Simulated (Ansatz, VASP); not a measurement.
# Two plane-wave programs on Ga3SbN2

File INCAR:

```
PREC = Accurate
ENCUT = 600
EDIFF = 1E-6
ISMEAR = 0
SIGMA = 0.1
LREAL = False
LASPH = True
NELM = 60
ALGO = Normal
ISIF = 3
LWAVE = False
LCHARG = False
GGA = PE
IBRION = 2
NSW = 100
EDIFFG = -0.01
```

The input KPOINTS:

```
regular mesh
0
Gamma
  6 6 12
```

The input POSCAR:

```
Ga3SbN2
1.0
    5.8628644883      0.0000000000      0.0000000000
   -2.9314322441      5.0773895858      0.0000000000
    0.0000000000      0.0000000000      2.9242186705
Ga Sb N
3 1 2
Direct
    0.5000000000      0.0000000000      0.5000000000
    0.5000000000      0.5000000000      0.5000000000
    0.0000000000      0.5000000000      0.5000000000
    0.0000000000      0.0000000000      0.0000000000
    0.3333333333      0.6666666667      0.0000000000
    0.6666666667      0.3333333333      0.0000000000
```

Input for Ansatz:

```yaml
crystal:
  lattice:
    - [5.8628644883, 0.0, 0.0]
    - [-2.9314322441, 5.0773895858, 0.0]
    - [0.0, 0.0, 2.9242186705]
  atoms:
    - { symbol: Ga, position: [0.5, 0.0, 0.5] }
    - { symbol: Ga, position: [0.5, 0.5, 0.5] }
    - { symbol: Ga, position: [0.0, 0.5, 0.5] }
    - { symbol: Sb, position: [0.0, 0.0, 0.0] }
    - { symbol: "N", position: [0.3333333333, 0.6666666667, 0.0] }
    - { symbol: "N", position: [0.6666666667, 0.3333333333, 0.0] }
basis:
  ecutwfc: 420
kpoints:
  mp_grid: { grid: [6, 6, 12] }
hamiltonian:
  xc: pbe
scf:
  occupations: { method: gaussian, width: 0.1 }
output:
  forces: true
  stress: true
  eigenvalues: true
  write_density: true
  write_potential: true
  elf: true
  volumetric_format: npy
relax:
  adjacent_minimum: "off"
  f_tol: 0.01
  max_steps: 80
  cell: { stress_tol: 0.05 }
```

Change from the starting cell: species swapped into the DyB2Ru3 type (P6/mmm, No. 191).

Alike in both runs: task relaxation of cell and atoms; functional PBE; k mesh 6 × 6 × 12; occupations gaussian, width 0.1 eV; no spin polarisation.

|  | VASP | Ansatz |
| --- | --- | --- |
| version | VASP 6.6.1 | Ansatz 0.2.0 |
| potentials or method | VASP PAW PBE potentials, release 64 (Ga_d, Sb, N), cutoff 600 eV | scalar-relativistic, plane waves, PAW |
| valence electrons in the cell | 54 | 64 |

Ansatz gave:

* gap on the k mesh at the Fermi level, each at its own relaxed structure (eV): none
* relaxed volume (Å³/atom): 14.54
* relaxed cell length with the largest relative difference (Å): 2.955

Q: What did VASP give for the same quantities?

A: gap on the k mesh at the Fermi level, each at its own relaxed structure (eV): none; relaxed volume (Å³/atom): 14.57; relaxed cell length with the largest relative difference (Å): 2.958.

A gap of «none» marks a metal or a gap that the smearing closes. VASP's potentials hold 54 valence electrons a cell and Ansatz's 64, so a difference there can come from the potentials and not from the codes.

Spin-orbit coupling is off throughout.
